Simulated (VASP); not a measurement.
# GaN (km): single point with PBEsol

The system is GaN (km).

```
CELL_PARAMETERS angstrom
0.00000 2.24915 2.24915
2.24915 0.00000 2.24915
2.24915 2.24915 0.00000
ATOMIC_POSITIONS crystal
Ga 0.00000 0.00000 0.00000
N 0.25000 0.25000 0.25000
```

| Quantity | Value |
| --- | --- |
| Program | VASP 6.6.1 |
| Task | single point |
| Functional | PBEsol |
| Potentials or basis | VASP PAW PBE potentials, release 64 (Ga_d, N) |
| Cutoff | 600 eV |
| k mesh | 6 × 6 × 6 |
| Occupations | gaussian, width 0.02 eV |
| Spin | no spin polarisation |

* Pressure: -0.4 GPa
* Band gap on the k mesh: 1.72 eV, direct

Levels at points of the mesh, in eV from the valence-band top:
| k point | band 5 | band 6 | band 7 | band 8 | band 9 | band 10 | band 11 | band 12 | band 13 | band 14 |
| --- | --- | --- | --- | --- | --- | --- | --- | --- | --- | --- |
| (0.00, 0.00, 0.00) | -13.08 | -13.08 | 0.00 | 0.00 | 0.00 | 1.72 | 10.23 | 10.23 | 10.23 | 17.46 |
| (0.50, 0.00, 0.00) | -13.03 | -11.83 | -7.15 | -0.99 | -0.99 | 4.60 | 8.66 | 10.29 | 10.29 | 15.48 |
| (0.50, 0.50, 0.00) | -13.00 | -11.40 | -6.21 | -2.76 | -2.76 | 3.22 | 6.59 | 11.61 | 13.94 | 13.94 |

Wall time 20 s on 1 thread of Intel Xeon 8259CL, on a shared host, peak memory 0.15 GiB.

Caveat: the PAW data sets were made with another functional, which shifts forces and pressure a little.
